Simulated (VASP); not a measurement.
# K (P6_3/mmc) in VASP: a series of runs, part 2 of 2

VASP 6.6.1. Earlier steps stand in the parts before.

## Step 4: Single point, LDA

INCAR reads:

```
SYSTEM = K
PREC     = Accurate       ! precision mode
ENCUT    = 520            ! plane-wave cutoff, eV
EDIFF    = 1E-6           ! SCF threshold, eV
ISMEAR   = -1             ! smearing method
SIGMA    = 0.1            ! smearing width, eV
LREAL    = .FALSE.        ! projectors in reciprocal space
LASPH    = .TRUE.         ! aspherical terms in the spheres
NELM     = 80             ! most SCF steps
ALGO     = Normal         ! electronic algorithm
ISIF     = 2              ! what is computed and relaxed
LWAVE    = .FALSE.        ! write WAVECAR
LCHARG   = .TRUE.         ! write CHGCAR
LELF     = .TRUE.         ! ELF
LVHAR    = .TRUE.       
NBANDS   = 16             ! bands
```

KPOINTS reads:

```
regular mesh
0
G
  7 7 4
  0 0 0
```

POSCAR reads:

```
K
1.0
    4.7623960000      0.0000000000      0.0000000000
   -2.3811980000      4.1243560000      0.0000000000
    0.0000000000      0.0000000000      7.8299710000
K
2
Direct
    0.3333333333      0.6666666667      0.2500000000
    0.6666666667      0.3333333333      0.7500000000
```

Potentials or basis: VASP PAW LDA potentials, release 64 (K_sv).

Launch:

```console
$ cat potpaw_LDA.64/K_sv/POTCAR > POTCAR
$ mpirun -np 1 vasp_std > vasp.out
```

OUTCAR:

```text
SYSTEM = K
   PREC = Accurate
   ENCUT = 520
   EDIFF = 1E-6
   ISMEAR = -1
   LREAL = .FALSE.
   LASPH = .TRUE.
   NELM = 80
   ISIF = 2

 ion  position               nearest neighbor table
   1  0.333  0.667  0.250-
   2  0.667  0.333  0.750-

  LATTYP: Found a hexagonal cell.
 ALAT       =     4.7623960000
 C/A-ratio  =     1.6441243021

  Lattice vectors:

 A1 = (   4.7623960000,   0.0000000000,   0.0000000000)
 A2 = (  -2.3811980000,   4.1243560000,   0.0000000000)
 A3 = (   0.0000000000,   0.0000000000,   7.8299710000)

Analysis of symmetry for initial positions (statically):
=====================================================================
 Subroutine PRICEL returns:
 Original cell was already a primitive cell.

 Routine SETGRP: Setting up the symmetry group for a
 hexagonal supercell.

 Subroutine GETGRP returns: Found 24 space group operations
 (whereof 12 operations were pure point group operations)
 out of a pool of 24 trial point group operations.

The static configuration has the point symmetry D_3d.
 The point group associated with its full space group is D_6h.

Analysis of symmetry for dynamics (positions and initial velocities):
=====================================================================
 Subroutine PRICEL returns:
 Original cell was already a primitive cell.

 Routine SETGRP: Setting up the symmetry group for a
 hexagonal supercell.

 Subroutine GETGRP returns: Found 24 space group operations
 (whereof 12 operations were pure point group operations)
 out of a pool of 24 trial point group operations.

The dynamic configuration has the point symmetry D_3d.
 The point group associated with its full space group is D_6h.

 Subroutine INISYM returns: Found 24 space group operations
 (whereof 12 operations are pure point group operations),
 and found     1 'primitive' translations

----------------------------------------------------------------------------------------

                                     Primitive cell

  volume of cell :     153.7949

  direct lattice vectors                    reciprocal lattice vectors
     4.762396000  0.000000000  0.000000000     0.209978339  0.121231048  0.000000000
    -2.381198000  4.124356000  0.000000000     0.000000000  0.242462096  0.000000000
     0.000000000  0.000000000  7.829971000     0.000000000  0.000000000  0.127714394

  length of vectors
     4.762396000  4.762396070  7.829971000     0.242462099  0.242462096  0.127714394

  position of ions in fractional coordinates (direct lattice)
     0.333333333  0.666666667  0.250000000
     0.666666667  0.333333333  0.750000000

  ion indices of the primitive-cell ions
   primitive index   ion index
                 1           1
                 2           2

----------------------------------------------------------------------------------------

 KPOINTS: regular mesh

Automatic generation of k-mesh.
 Grid dimensions read from file:
 generate k-points for:    7    7    4

 Generating k-lattice:

  Cartesian coordinates                     Fractional coordinates (reciprocal lattice)
     0.029996906  0.017318721  0.000000000     0.142857143  0.000000000  0.000000000
     0.000000000  0.034637442  0.000000000     0.000000000  0.142857143  0.000000000
     0.000000000  0.000000000  0.031928598     0.000000000  0.000000000  0.250000000

  Length of vectors
     0.034637443  0.034637442  0.031928598

  Shift w.r.t. Gamma in fractional coordinates (k-lattice)
     0.000000000  0.000000000  0.000000000

 Subroutine IBZKPT returns following result:
 ===========================================

 Found     24 irreducible k-points:

 Following reciprocal coordinates:
            Coordinates               Weight
  0.000000  0.000000  0.000000      1.000000
  0.142857  0.000000  0.000000      6.000000
  0.285714 -0.000000  0.000000      6.000000
  0.428571 -0.000000  0.000000      6.000000
  0.142857  0.142857  0.000000      6.000000
  0.285714  0.142857  0.000000     12.000000
[... 16 lines left out ...]
  0.428571  0.142857  0.500000      6.000000
  0.285714  0.285714  0.500000      6.000000
   k-points           NKPTS =     24   k-points in BZ     NKDIM =     24   number of bands    NBANDS=     16
   number of dos      NEDOS =    301   number of ions     NIONS =      2
   total plane-waves  NPLWV =  77760
   dimension x,y,z NGX =    36 NGY =   36 NGZ =   60
   dimension x,y,z NGXF=    72 NGYF=   72 NGZF=  120
   ions per type =               2
   NGX,Y,Z   is equivalent  to a cutoff of  12.57, 12.57, 12.74 a.u.
   NGXF,Y,Z  is equivalent  to a cutoff of  25.13, 25.13, 25.48 a.u.
 SYSTEM =  K
   PREC   = accura    normal or accurate (medium, high low for compatibility)
   ISTART =      0    job   : 0-new  1-cont  2-samecut
   ICHARG =      2    charge: 1-file 2-atom 10-const
   ISPIN  =      1    spin polarized calculation?
   LNONCOLLINEAR =      F non collinear calculations
   LSORBIT =      F    spin-orbit coupling
   LASPH  =      T    aspherical Exc in radial PAW
   ENCUT  =  520.0 eV  38.22 Ry    6.18 a.u.   8.85  8.85 14.56*2*pi/ulx,y,z
   NELM   =     80;   NELMIN=  2; NELMDL= -5     # of ELM steps
   EDIFF  = 0.1E-05   stopping-criterion for ELM
   LREAL  =      F    real-space projection
   EDIFFG = 0.1E-04   stopping-criterion for IOM
   NSW    =      0    number of steps for IOM
   IBRION =     -1    ionic relax: 0-MD 1-quasi-New 2-CG
   NFREE  =      0    steps in history (QN), initial steepest desc. (CG)
   ISIF   =      2    stress and relaxation
   ISYM   =      2    0-nonsym 1-usesym 2-fastsym
   POTIM  = 0.5000    time-step for ionic-motion
   TEBEG  =    0.0;   TEEND  =   0.0 temperature during run
   PSTRESS=    0.0 pullay stress
   NELECT =      18.0000    total number of electrons
   NUPDOWN=      -1.0000    fix difference up-down
   EMIN   =  10.00;   EMAX   =-10.00  energy-range for DOS
   EFERMI =   0.00;   METHOD = LEGACY
   ISMEAR =    -1;   SIGMA  =   0.10  broadening in eV -4-tet -1-fermi 0-gaus
   EFERMI_NEDOS =   21; number of points for ismear=-14 and -15
   IALGO  =     38    algorithm
   IMIX   =      4    mixing-type and parameters
     AMIX     =   0.40;   BMIX     =  1.00
     AMIX_MAG =   1.60;   BMIX_MAG =  1.00
  volume/ion in A,a.u.               =      76.90       518.93
  Fermi-wavevector in a.u.,A,eV,Ry     =   0.800790  1.513273  8.724925  0.641264
  Thomas-Fermi vector in A             =   1.908153
   LORBIT       =      0    0 simple, 1 ext, 2 COOP (PROOUT), +10 PAW based schemes
   GGA     = CA    functional components
   LHFCALC =     F    Hartree Fock is set to
   AEXX    =    0.0000 exact exchange contribution
   IVDW    =     0    specifies the selected vdW correction
   LEPSILON=     F    determine dielectric tensor
   LRPA    =     F    only Hartree local field effects (RPA)
 non-spin polarized calculation
  energy-cutoff  :      520.00
  volume of cell :      153.79
 maximum number of plane-waves:      4170
 NGX is ok and might be reduce to    36
   NGX = 17   NGY = 17   NGZ = 29

 number of electron      18.0000001 magnetization

 Free energy of the ion-electron system (eV)
  ---------------------------------------------------
  ext. energy  EPLUGINS =         0.00000000
  ---------------------------------------------------
  free energy    TOTEN  =        -2.30932801 eV

  energy without entropy =       -2.26001959  energy(sigma->0) =       -2.28467380

 E-fermi :  -0.3947     XC(G=0):  -5.7549

 val. band max:       -0.4720606531   @ k =   0.1429   0.1429   0.2500
 cond. band min:      -0.3026197121   @ k =   0.2857  -0.0000   0.2500
 fundamental gap:      0.1694409410
 Fermi energy:        -0.3946677751

 k-point     1 :       0.0000    0.0000    0.0000
  band No.  band energies     occupation
      1     -32.2433      2.00000
      2     -32.2402      2.00000
      3     -15.9844      2.00000
      4     -15.9351      2.00000
      5     -15.9351      2.00000
      6     -15.9271      2.00000
[... 8 lines left out ...]
     15       3.9112      0.00000
     16       3.9112      0.00000
[... 419 lines left out ...]
 k-point    24 :       0.2857    0.2857    0.5000
  band No.  band energies     occupation
      1     -32.2394      2.00000
      2     -32.2394      2.00000
      3     -15.9756      2.00000
      4     -15.9756      2.00000
      5     -15.9590      2.00000
      6     -15.9590      2.00000
[... 8 lines left out ...]
     15       3.7300      0.00000
     16       3.7300      0.00000

------------------------ aborting loop because EDIFF is reached ----------------------------------------

  FORCE on cell =-STRESS in cart. coord.  units (eV):
  Direction    XX          YY          ZZ          XY          YZ          ZX
  --------------------------------------------------------------------------------------
  -------------------------------------------------------------------------------------
  Total       -0.5656763     -0.5656763     -0.5203022      0.0000000     -0.0000000      0.0000000
  in kB       -5.8930044     -5.8930047     -5.4203139      0.0000000     -0.0000000      0.0000000
  external PRESSURE =      -5.7354410 kB  Pullay stress =       0.0000000 kB

 VOLUME and BASIS-vectors are now :
 -----------------------------------------------------------------------------
  energy-cutoff  :      520.00
  volume of cell :      153.79
      direct lattice vectors                 reciprocal lattice vectors
     4.762396000  0.000000000  0.000000000     0.209978339  0.121231048  0.000000000
    -2.381198000  4.124356000  0.000000000     0.000000000  0.242462096  0.000000000
     0.000000000  0.000000000  7.829971000     0.000000000  0.000000000  0.127714394

 POSITION                                       TOTAL-FORCE (eV/Angst)
 -----------------------------------------------------------------------------------
     -0.00000      2.74957      1.95749        -0.000000      0.000000      0.000000
      2.38120      1.37479      5.87248         0.000000      0.000000      0.000000
 -----------------------------------------------------------------------------------
    total drift:                                0.000000     -0.000000      0.000000

  FREE ENERGIE OF THE ION-ELECTRON SYSTEM (eV)
  ---------------------------------------------------
  free  energy   TOTEN  =        -2.3093280131 eV

  energy  without entropy=       -2.2600195890  energy(sigma->0) =       -2.28467380
```

Wall time 44 s (1 thread of AMD EPYC 7R13 (Zen 3), shared host); peak memory 0.19 GiB.

Results:

```
Free energy            : -2.3093 eV
Pressure               : -0.6 GPa
Band gap on the k mesh : zero (band 9 reaches 0.36 eV, above the bottom of band 10 at -1.81 eV)
```

Levels at points of the mesh, in eV from the Fermi level:
```
           k point  band 5  band 6  band 7  band 8  band 9  band 10  band 11  band 12  band 13  band 14
(0.00, 0.00, 0.00)  -15.54  -15.53  -15.53  -15.53   -2.11     0.25     0.56     3.95     3.95     3.98
(0.00, 0.00, 0.50)  -15.54  -15.54  -15.54  -15.54   -1.42    -1.42     2.65     2.65     3.98     3.98
```

## Step 5: The runs side by side

| level | potentials or basis | gap on the mesh (eV) | pressure (GPa) |
| --- | --- | --- | --- |
| BLYP | VASP PAW PBE potentials, release 64 (K_sv) | none | 0.0 |
| PBEsol | VASP PAW PBE potentials, release 64 (K_sv) | none | -0.3 |
| LDA | VASP PAW LDA potentials, release 64 (K_sv) | none | -0.6 |

Alike in all rows: task single point; no spin polarisation; cell as given; k mesh 7 × 7 × 4; cutoff (eV) 520; smearing fermi-dirac 0.1 eV.

Caveats: the PAW data sets were made with another functional, which shifts forces and pressure a little (some runs).

Absolute energies hang on the potentials; compare differences alone.
